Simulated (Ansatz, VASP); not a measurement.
**Two plane-wave programs on CoSi2**

```
CELL_PARAMETERS angstrom
0.00000 2.67994 2.67994
2.67994 0.00000 2.67994
2.67994 2.67994 0.00000
ATOMIC_POSITIONS crystal
Co 0.00000 0.00000 0.00000
Si 0.28232 0.28232 0.28232
Si 0.71768 0.71768 0.71768
```

Change from the starting cell: mode 4 (324.9 1/cm) frozen in, largest displacement -0.300 Å.

Alike in both runs: task single point; functional PBE; k mesh 16 × 16 × 16; occupations gaussian, width 0.15 eV; no spin polarisation.

|  | VASP | Ansatz |
| --- | --- | --- |
| version | VASP 6.6.1 | Ansatz 0.2.0 |
| potentials or method | VASP PAW PBE potentials, release 64 (Co, Si), cutoff 520 eV | scalar-relativistic, plane waves, PAW |
| valence electrons in the cell | 17 | 25 |

Ansatz gave:

```
gap on the k mesh at the Fermi level (eV)                     : none
pressure (GPa)                                                : 10.8
traceless stress, the component that is largest in VASP (GPa) : -9.84
rms of the force components (eV/Å)                            : 1.130
```

Q: Estimate VASP's values.

A: gap on the k mesh at the Fermi level (eV): none; pressure (GPa): 10.7; traceless stress, the component that is largest in VASP (GPa): -9.83; rms of the force components (eV/Å): 1.128.

Atom by atom the forces differ by 0.002 eV/Å (rms over components). A gap of «none» marks a metal or a gap that the smearing closes. The functional is the same, so the differences come from potentials, cutoffs and numerics. VASP's potentials hold 17 valence electrons a cell and Ansatz's 25, so a difference there can come from the potentials and not from the codes.
